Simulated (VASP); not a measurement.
# CdSe4 (Pm-3m) in VASP: notebook

Runs on CdSe4. Level: PBE. Tasks: single point, relaxation of cell and atoms.

All numbers are computed with VASP 6.6.1; they aren't measurements. Logs are shortened: lines on timing, memory, paths and dates and some standing lists are left out, and cuts for length are marked.

## 1. The cell of the first run

The structure is cubic, space group Pm-3m (No. 221). Conventional cell: a = 5.064 Å, b = 5.064 Å, c = 5.064 Å, α = 90.00°, β = 90.00°, γ = 90.00°. Cd (site symmetry m-3m) has 20 Se at 3.58 to 4.39 Å within 4.7 Å. Within 3.3 Å of Se (site symmetry m-3m) lie 6 Se at 2.53 Å. Se (site symmetry 4/mmm) has 2 Se at 2.53 Å within 3.3 Å.

The cell was generated, and may not be a known phase.

## 2. Single point, PBE

File INCAR:

```
SYSTEM = CdSe4
PREC = Accurate
ENCUT = 500
EDIFF = 1E-6
ISMEAR = 0
SIGMA = 0.2
LREAL = .FALSE.
LASPH = .TRUE.
NELM = 120
ALGO = Normal
ISIF = 2
LWAVE = .FALSE.
LCHARG = .TRUE.
GGA = PE
LELF = .TRUE.
LVHAR = .TRUE.
NBANDS = 26
GGA_COMPAT = .FALSE.
```

File KPOINTS:

```
Automatic mesh
0
G
  3 3 3
  0 0 0
```

File POSCAR:

```
CdSe4
1.0
    5.0644592968      0.0000000000      0.0000000000
    0.0000000000      5.0644592968      0.0000000000
    0.0000000000      0.0000000000      5.0644592968
Cd Se
1 4
Direct
    0.0000000000      0.0000000000      0.0000000000
    0.5000000000      0.5000000000      0.5000000000
    0.0000000000      0.5000000000      0.5000000000
    0.5000000000      0.0000000000      0.5000000000
    0.5000000000      0.5000000000      0.0000000000
```

Potentials or basis: VASP PAW PBE potentials, release 64 (Cd, Se).

Started as:

```console
$ cat potpaw_PBE.64/Cd/POTCAR potpaw_PBE.64/Se/POTCAR > POTCAR
$ mpirun -np 1 vasp_std > vasp.out
```

OUTCAR:

```text
SYSTEM = CdSe4
   PREC = Accurate
   ENCUT = 500
   EDIFF = 1E-6
   ISMEAR = 0
   LREAL = .FALSE.
   LASPH = .TRUE.
   NELM = 120
   ISIF = 2
   GGA = PE

 ion  position               nearest neighbor table
   1  0.000  0.000  0.000-
   2  0.500  0.500  0.500-   3 2.53   4 2.53   5 2.53   5 2.53   4 2.53   3 2.53
   3  0.000  0.500  0.500-   2 2.53   2 2.53
   4  0.500  0.000  0.500-   2 2.53   2 2.53
   5  0.500  0.500  0.000-   2 2.53   2 2.53

  LATTYP: Found a simple cubic cell.
 ALAT       =     5.0644592968

  Lattice vectors:

 A1 = (   5.0644592968,   0.0000000000,   0.0000000000)
 A2 = (   0.0000000000,   5.0644592968,   0.0000000000)
 A3 = (   0.0000000000,   0.0000000000,   5.0644592968)

Analysis of symmetry for initial positions (statically):
=====================================================================
 Subroutine PRICEL returns:
 Original cell was already a primitive cell.

 Routine SETGRP: Setting up the symmetry group for a
 simple cubic supercell.

 Subroutine GETGRP returns: Found 48 space group operations
 (whereof 48 operations were pure point group operations)
 out of a pool of 48 trial point group operations.

The static configuration has the point symmetry O_h .

Analysis of symmetry for dynamics (positions and initial velocities):
=====================================================================
 Subroutine PRICEL returns:
 Original cell was already a primitive cell.

 Routine SETGRP: Setting up the symmetry group for a
 simple cubic supercell.

 Subroutine GETGRP returns: Found 48 space group operations
 (whereof 48 operations were pure point group operations)
 out of a pool of 48 trial point group operations.

The dynamic configuration has the point symmetry O_h .

 Subroutine INISYM returns: Found 48 space group operations
 (whereof 48 operations are pure point group operations),
 and found     1 'primitive' translations

----------------------------------------------------------------------------------------

                                     Primitive cell

  volume of cell :     129.8970

  direct lattice vectors                    reciprocal lattice vectors
     5.064459297  0.000000000  0.000000000     0.197454445  0.000000000  0.000000000
     0.000000000  5.064459297  0.000000000     0.000000000  0.197454445  0.000000000
     0.000000000  0.000000000  5.064459297     0.000000000  0.000000000  0.197454445

  length of vectors
     5.064459297  5.064459297  5.064459297     0.197454445  0.197454445  0.197454445

  position of ions in fractional coordinates (direct lattice)
     0.000000000  0.000000000  0.000000000
     0.500000000  0.500000000  0.500000000
     0.000000000  0.500000000  0.500000000
     0.500000000  0.000000000  0.500000000
     0.500000000  0.500000000  0.000000000

  ion indices of the primitive-cell ions
   primitive index   ion index
                 1           1
                 2           2
                 3           3
                 4           4
                 5           5

----------------------------------------------------------------------------------------

 KPOINTS: Automatic mesh

Automatic generation of k-mesh.
 Grid dimensions read from file:
 generate k-points for:    3    3    3

 Generating k-lattice:

  Cartesian coordinates                     Fractional coordinates (reciprocal lattice)
     0.065818148  0.000000000  0.000000000     0.333333333  0.000000000  0.000000000
     0.000000000  0.065818148  0.000000000     0.000000000  0.333333333  0.000000000
     0.000000000  0.000000000  0.065818148     0.000000000  0.000000000  0.333333333

  Length of vectors
     0.065818148  0.065818148  0.065818148

  Shift w.r.t. Gamma in fractional coordinates (k-lattice)
     0.000000000  0.000000000  0.000000000

 Subroutine IBZKPT returns following result:
 ===========================================

 Found      4 irreducible k-points:

 Following reciprocal coordinates:
            Coordinates               Weight
  0.000000  0.000000  0.000000      1.000000
  0.333333  0.000000  0.000000      6.000000
  0.333333  0.333333  0.000000     12.000000
  0.333333  0.333333  0.333333      8.000000
   k-points           NKPTS =      4   k-points in BZ     NKDIM =      4   number of bands    NBANDS=     26
   number of dos      NEDOS =    301   number of ions     NIONS =      5
   total plane-waves  NPLWV =  64000
   dimension x,y,z NGX =    40 NGY =   40 NGZ =   40
   dimension x,y,z NGXF=    80 NGYF=   80 NGZF=   80
   ions per type =               1   4
   NGX,Y,Z   is equivalent  to a cutoff of  13.13, 13.13, 13.13 a.u.
   NGXF,Y,Z  is equivalent  to a cutoff of  26.26, 26.26, 26.26 a.u.
 SYSTEM =  CdSe4
   PREC   = accura    normal or accurate (medium, high low for compatibility)
   ISTART =      0    job   : 0-new  1-cont  2-samecut
   ICHARG =      2    charge: 1-file 2-atom 10-const
   ISPIN  =      1    spin polarized calculation?
   LNONCOLLINEAR =      F non collinear calculations
   LSORBIT =      F    spin-orbit coupling
   LASPH  =      T    aspherical Exc in radial PAW
   ENCUT  =  500.0 eV  36.75 Ry    6.06 a.u.   9.23  9.23  9.23*2*pi/ulx,y,z
   NELM   =    120;   NELMIN=  2; NELMDL= -5     # of ELM steps
   EDIFF  = 0.1E-05   stopping-criterion for ELM
   LREAL  =      F    real-space projection
   EDIFFG = 0.1E-04   stopping-criterion for IOM
   NSW    =      0    number of steps for IOM
   IBRION =     -1    ionic relax: 0-MD 1-quasi-New 2-CG
   NFREE  =      0    steps in history (QN), initial steepest desc. (CG)
   ISIF   =      2    stress and relaxation
   ISYM   =      2    0-nonsym 1-usesym 2-fastsym
   POTIM  = 0.5000    time-step for ionic-motion
   TEBEG  =    0.0;   TEEND  =   0.0 temperature during run
   PSTRESS=    0.0 pullay stress
   NELECT =      36.0000    total number of electrons
   NUPDOWN=      -1.0000    fix difference up-down
   EMIN   =  10.00;   EMAX   =-10.00  energy-range for DOS
   EFERMI =   0.00;   METHOD = LEGACY
   ISMEAR =     0;   SIGMA  =   0.20  broadening in eV -4-tet -1-fermi 0-gaus
   EFERMI_NEDOS =   21; number of points for ismear=-14 and -15
   IALGO  =     38    algorithm
   IMIX   =      4    mixing-type and parameters
     AMIX     =   0.40;   BMIX     =  1.00
     AMIX_MAG =   1.60;   BMIX_MAG =  1.00
  volume/ion in A,a.u.               =      25.98       175.32
  Fermi-wavevector in a.u.,A,eV,Ry     =   1.067356  2.017010 15.500418  1.139249
  Thomas-Fermi vector in A             =   2.202970
   LORBIT       =      0    0 simple, 1 ext, 2 COOP (PROOUT), +10 PAW based schemes
   GGA     = PE    functional components
   LHFCALC =     F    Hartree Fock is set to
   AEXX    =    0.0000 exact exchange contribution
   IVDW    =     0    specifies the selected vdW correction
   LEPSILON=     F    determine dielectric tensor
   LRPA    =     F    only Hartree local field effects (RPA)
 non-spin polarized calculation
 Gauss-broadening in eV      SIGMA  =   0.20
  energy-cutoff  :      500.00
  volume of cell :      129.90
 maximum number of plane-waves:      3306
 NGX is ok and might be reduce to    40
   NGX = 19   NGY = 19   NGZ = 19

 number of electron      35.9999986 magnetization

 Free energy of the ion-electron system (eV)
  ---------------------------------------------------
  ext. energy  EPLUGINS =         0.00000000
  ---------------------------------------------------
  free energy    TOTEN  =       -12.70289934 eV

  energy without entropy =      -12.58536374  energy(sigma->0) =      -12.64413154

 E-fermi :   2.6498     XC(G=0):  -9.3615

 val. band max:        2.6371062374   @ k =   0.3333   0.3333   0.3333
 cond. band min:       3.2929169050   @ k =   0.3333   0.0000   0.0000
 fundamental gap:      0.6558106677
 Fermi energy:         2.6497698364

 k-point     1 :       0.0000    0.0000    0.0000
  band No.  band energies     occupation
      1     -14.1368      2.00000
      2      -9.4439      2.00000
      3      -9.4439      2.00000
      4      -7.6463      2.00000
      5      -5.1644      2.00000
      6      -5.1644      2.00000
[... 18 lines left out ...]
     25       7.6650      0.00000
     26       8.6164      0.00000

 k-point     2 :       0.3333    0.0000    0.0000
  band No.  band energies     occupation
      1     -13.9168      2.00000
      2     -10.1847      2.00000
      3      -9.4241      2.00000
      4      -8.1159      2.00000
      5      -5.2166      2.00000
      6      -5.2166      2.00000
[... 18 lines left out ...]
     25       8.1817      0.00000
     26       8.1817      0.00000

 k-point     3 :       0.3333    0.3333    0.0000
  band No.  band energies     occupation
      1     -13.6760      2.00000
      2     -10.2023      2.00000
      3     -10.0622      2.00000
      4      -8.6438      2.00000
      5      -5.1971      2.00000
      6      -5.1807      2.00000
[... 18 lines left out ...]
     25       8.1509      0.00000
     26       9.7907      0.00000

 k-point     4 :       0.3333    0.3333    0.3333
  band No.  band energies     occupation
      1     -13.4049      2.00000
      2     -10.1800      2.00000
      3     -10.1800      2.00000
      4      -9.7304      2.00000
      5      -5.1699      2.00000
      6      -5.1654      2.00000
[... 18 lines left out ...]
     25       8.4357      0.00000
     26      10.3774      0.00000

------------------------ aborting loop because EDIFF is reached ----------------------------------------

  FORCE on cell =-STRESS in cart. coord.  units (eV):
  Direction    XX          YY          ZZ          XY          YZ          ZX
  --------------------------------------------------------------------------------------
  -------------------------------------------------------------------------------------
  Total        0.1023097      0.1023097      0.1023097     -0.0000000     -0.0000000      0.0000000
  in kB        1.2619096      1.2619096      1.2619096     -0.0000000     -0.0000000      0.0000000
  external PRESSURE =       1.2619096 kB  Pullay stress =       0.0000000 kB

 VOLUME and BASIS-vectors are now :
 -----------------------------------------------------------------------------
  energy-cutoff  :      500.00
  volume of cell :      129.90
      direct lattice vectors                 reciprocal lattice vectors
     5.064459297  0.000000000  0.000000000     0.197454445  0.000000000  0.000000000
     0.000000000  5.064459297  0.000000000     0.000000000  0.197454445  0.000000000
     0.000000000  0.000000000  5.064459297     0.000000000  0.000000000  0.197454445

 POSITION                                       TOTAL-FORCE (eV/Angst)
 -----------------------------------------------------------------------------------
      0.00000      0.00000      0.00000         0.000000      0.000000      0.000000
      2.53223      2.53223      2.53223         0.000000      0.000000      0.000000
      0.00000      2.53223      2.53223         0.000000      0.000000      0.000000
      2.53223      0.00000      2.53223         0.000000      0.000000      0.000000
      2.53223      2.53223      0.00000         0.000000      0.000000      0.000000
 -----------------------------------------------------------------------------------
    total drift:                                0.000000     -0.000000     -0.000000

  FREE ENERGIE OF THE ION-ELECTRON SYSTEM (eV)
  ---------------------------------------------------
  free  energy   TOTEN  =       -12.7028993363 eV

  energy  without entropy=      -12.5853637390  energy(sigma->0) =      -12.64413154
```

Wall time 18 s (1 thread of AMD EPYC 7R13 (Zen 3), shared host); peak memory 0.2 GiB.

Results:

```
Free energy            : -12.7029 eV
Pressure               : 0.1 GPa
Band gap on the k mesh : zero (bands 18 and 19 overlap by 0.84 eV)
```

Caveat: the k points lie up to 0.41 Å⁻¹ apart, too coarse for converged energies and pressures of a metal.

## 3. Single point, PBE

This run uses another cell than the first one, of 28.31 Å³/atom.

File INCAR:

```
SYSTEM = CdSe4
PREC = Accurate
ENCUT = 500
EDIFF = 1E-6
ISMEAR = 0
SIGMA = 0.2
LREAL = .False.
LASPH = .True.
NELM = 120
ALGO = Normal
ISIF = 2
LWAVE = .False.
LCHARG = .False.
GGA = PE
NBANDS = 26
GGA_COMPAT = .False.
```

File KPOINTS:

```
Automatic mesh
0
Gamma
  3 3 3
  0 0 0
```

File POSCAR:

```
CdSe4
1.0
    5.2117464600      0.0000000000      0.0000000000
    0.0000000000      5.2117464600      0.0000000000
    0.0000000000      0.0000000000      5.2117464600
Cd Se
1 4
Direct
    0.0000000000      0.0000000000      0.0000000000
    0.5000000000      0.0000000000      0.0000000000
    0.0000000000      0.5000000000      0.0000000000
    0.0000000000      0.0000000000      0.5000000000
    0.5000000000      0.5000000000      0.5000000000
```

Potentials or basis: VASP PAW PBE potentials, release 64 (Cd, Se).

Started as:

```console
$ cat potpaw_PBE.64/Cd/POTCAR potpaw_PBE.64/Se/POTCAR > POTCAR
$ mpirun -np 1 vasp_std > vasp.out
```

It took 16 s on 1 thread of AMD EPYC 7R13 (Zen 3), shared host; peak memory 0.2 GiB.

The run converged. Its results:

* Free energy: -10.6277 eV
* Pressure: 0.3 GPa
* Band gap on the k mesh: zero (bands 18 and 19 overlap by 0.55 eV)

Levels at points of the mesh, in eV from the Fermi level:
```tsv
k point	band 14	band 15	band 16	band 17	band 18	band 19	band 20	band 21	band 22	band 23
(0.00, 0.00, 0.00)	-1.14	-1.14	-0.56	-0.56	-0.56	0.90	0.90	0.90	0.90	6.01
```

Caveat: the k points lie up to 0.40 Å⁻¹ apart, too coarse for converged energies and pressures of a metal; semilocal functionals underestimate gaps, and a narrow one can read as zero.

## 4. Single point, PBE

This run uses another cell than the first one, of 28.19 Å³/atom.

INCAR is that of step 3.

KPOINTS is that of step 3.

File POSCAR:

```
CdSe4
1.0
    5.2042281953      0.0000000000      0.0000000000
    0.0000000000      5.2042281953      0.0000000000
    0.0000000000      0.0000000000      5.2042281953
Cd Se
1 4
Direct
    0.5000000000      0.5000000000      0.5000000000
    0.0000000000      0.5000000000      0.5000000000
    0.5000000000      0.0000000000      0.5000000000
    0.5000000000      0.5000000000      0.0000000000
    0.0000000000      0.0000000000      0.0000000000
```

Started as:

```console
$ cat potpaw_PBE.64/Cd/POTCAR potpaw_PBE.64/Se/POTCAR > POTCAR
$ mpirun -np 1 vasp_std > vasp.out
```

Wall time 18 s (1 thread of AMD EPYC 7R13 (Zen 3), shared host); peak memory 0.2 GiB.

Results (log left out):

- Free energy: -10.6263 eV
- Pressure: 0.5 GPa
- Band gap on the k mesh: zero (bands 18 and 19 overlap by 0.56 eV)

Levels at points of the mesh, in eV from the Fermi level:
```csv
k point,band 14,band 15,band 16,band 17,band 18,band 19,band 20,band 21,band 22,band 23
"(0.00, 0.00, 0.00)",-1.15,-1.15,-0.56,-0.56,-0.56,0.90,0.90,0.90,0.91,6.00
```

Caveat: the k points lie up to 0.40 Å⁻¹ apart, too coarse for converged energies and pressures of a metal; semilocal functionals underestimate gaps, and a narrow one can read as zero.

## 5. Relaxation of cell and atoms, PBE

This run uses another cell than the first one, of 25.58 Å³/atom.

File INCAR:

```
PREC = Accurate
ENCUT = 500
EDIFF = 1E-7
ISMEAR = 0
SIGMA = 0.2
LREAL = False
LASPH = True
NELM = 120
ALGO = Normal
ISIF = 3
LWAVE = False
LCHARG = False
GGA = PE
IBRION = 2
NSW = 36
EDIFFG = -0.08
GGA_COMPAT = False
NELMIN = 4
```

File KPOINTS:

```
regular mesh
0
Gamma
  3 3 3
```

File POSCAR:

```
CdSe4
1.0
    5.0385856600      0.0000000000      0.0000000000
    0.0000000000      5.0385856600      0.0000000000
    0.0000000000      0.0000000000      5.0385856600
Cd Se
1 4
Direct
    0.0000000000      0.0000000000      0.0000000000
    0.5000000000      0.5000000000      0.5000000000
    0.0000000000      0.5000000000      0.5000000000
    0.5000000000      0.0000000000      0.5000000000
    0.5000000000      0.5000000000      0.0000000000
```

Started as:

```console
$ cat potpaw_PBE.64/Cd/POTCAR potpaw_PBE.64/Se/POTCAR > POTCAR
$ mpirun -np 1 vasp_std > vasp.out
```

Run time: 26 s. Hardware: 1 thread of AMD EPYC 7R13 (Zen 3), shared host; peak memory 0.2 GiB.

The run converged. Its results:

```yaml
Free_energy: -12.7028 eV
Relaxed_volume: 26.11 Å³/atom
Relaxed_cell: a = 5.073 Å, b = 5.073 Å, c = 5.073 Å, α = 90.00°, β = 90.00°, γ = 90.00°
Space_group_after_relaxing_to_0.1_Å: Pm-3m (No. 221)
Energy_gained_by_relaxing: 1.2 meV/atom
Ionic_steps: 2
Pressure_after_relaxing: -0.1 GPa
Band_gap_on_the_k_mesh: zero (bands 18 and 19 overlap by 0.83 eV)
```

Step by step:
```tsv
step	energy change (eV)	largest force (eV/Å)	pressure (GPa)	volume (Å³)
1	0.0000	0.0000	0.89	127.92
2	-0.0062	0.0000	-0.12	130.56
```

Final structure:
```
Cd Se
1.0
     5.07307    0.00000    0.00000
     0.00000    5.07307    0.00000
     0.00000    0.00000    5.07307
Cd Se
1 4
Direct
  0.00000 0.00000 0.00000
  0.50000 0.50000 0.50000
  0.00000 0.50000 0.50000
  0.50000 0.00000 0.50000
  0.50000 0.50000 0.00000
```

Levels at points of the mesh, in eV from the Fermi level:
```csv
k point,band 15,band 16,band 17,band 18,band 19,band 20,band 21,band 22
"(0.00, 0.00, 0.00)",-1.25,-1.20,-0.95,-0.95,-0.95,4.77,4.77,4.77
```

Caveat: the k points lie up to 0.41 Å⁻¹ apart in the final cell, too coarse for converged energies and pressures of a metal.

(Continued in part 2 of 2.)

The gap in the log of VASP goes by the Fermi energy; the results here count the filled bands.